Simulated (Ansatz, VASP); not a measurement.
Two plane-wave programs on CaF2

```
CELL_PARAMETERS angstrom
0.00000 2.71959 2.71959
2.71959 0.00000 2.71959
2.71959 2.71959 0.00000
ATOMIC_POSITIONS crystal
Ca 0.00000 0.00000 0.00000
F 0.75000 0.75000 0.75000
F 0.25000 0.25000 0.25000
```

Alike in both runs: task single point; functional PBE0; k mesh 6 × 6 × 6; no spin polarisation.

|  | VASP | Ansatz |
| --- | --- | --- |
| version | VASP 6.6.1 | Ansatz 0.2.0 |
| potentials or method | VASP PAW PBE potentials, release 64 (Ca_sv, F) | plane waves, PAW |
| plane-wave cutoff (eV) | 520 | 420 |
| occupations | gaussian, width 0.01 eV | fixed |
| valence electrons in the cell | 24 | 24 |

```tsv
	VASP	Ansatz	Ansatz less VASP
gap on the k mesh at the Fermi level (eV)	10.19	10.21	+0.027
pressure (GPa)	1.6	1.2	-0.45
```

Ansatz's warnings: stress exchange threshold loose, stress scf threshold loose.
